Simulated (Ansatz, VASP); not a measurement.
## Al2Cu: VASP beside Ansatz

```
Al Cu
1.0
     3.96165    0.00000    0.00000
     0.00000    3.96165    0.00000
     0.00000    0.00000    2.93179
Al Cu
2 1
Cartesian
  1.9808 0.0000 1.4659
  0.0000 1.9808 1.4659
  0.0000 0.0000 0.0000
```

Change from the starting cell: strain -0.030 along x and y, +0.030 along z, atoms carried along.

Alike in both runs: task single point; functional PBEsol; k mesh 12 × 12 × 16; occupations gaussian, width 0.15 eV; no spin polarisation.

|  | VASP | Ansatz |
| --- | --- | --- |
| version | VASP 6.6.1 | Ansatz 0.2.0 |
| potentials or method | VASP PAW PBE potentials, release 64 (Al, Cu), cutoff 520 eV | scalar-relativistic, plane waves, PAW |
| valence electrons in the cell | 17 | 25 |

|  | VASP | Ansatz | Ansatz less VASP |
| --- | --- | --- | --- |
| gap on the k mesh at the Fermi level (eV) | none | none | - |
| pressure (GPa) | 3.7 | 3.7 | -0.06 |
| traceless stress, the component that is largest in VASP (GPa) | -3.87 | -3.88 | -0.012 |

VASP's potentials were made for PBE, not for PBEsol. A gap of «none» marks a metal or a gap that the smearing closes. The functional is the same, so the differences come from potentials, cutoffs and numerics. VASP's potentials hold 17 valence electrons a cell and Ansatz's 25, so a difference there can come from the potentials and not from the codes.
